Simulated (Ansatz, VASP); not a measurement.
**One calculation of ZnS, two programs**

```xyz
2
Lattice="0.0000 2.7749 2.5952 2.7749 0.0000 2.5952 2.7749 2.7749 0.0000" Properties=species:S:1:pos:R:3 pbc="T T T"
Zn    0.0000    0.0000    0.0000
S     1.3875    1.3875    1.2976
```

Change from the starting cell: epitaxial_xy strain +3.0%.

Alike in both runs: task single point; functional PBE; k mesh 8 × 8 × 8; occupations fermi-dirac, width 0.02 eV; no spin polarisation.

```csv
,VASP,Ansatz
version,VASP 6.6.1,Ansatz 0.2.0
potentials or method,"VASP PAW PBE potentials, release 64 (Zn, S)","plane waves, PAW"
plane-wave cutoff (eV),520,420
valence electrons in the cell,18,18
```

VASP gave:

| Quantity | Value |
| --- | --- |
| gap on the k mesh at the Fermi level (eV) | 1.91 |
| pressure (GPa) | 0.7 |
| traceless stress, the component that is largest in VASP (GPa) | 1.60 |

Q: What did Ansatz give for the same quantities?

A: gap on the k mesh at the Fermi level (eV): 1.91; pressure (GPa): 0.5; traceless stress, the component that is largest in VASP (GPa): 1.61.
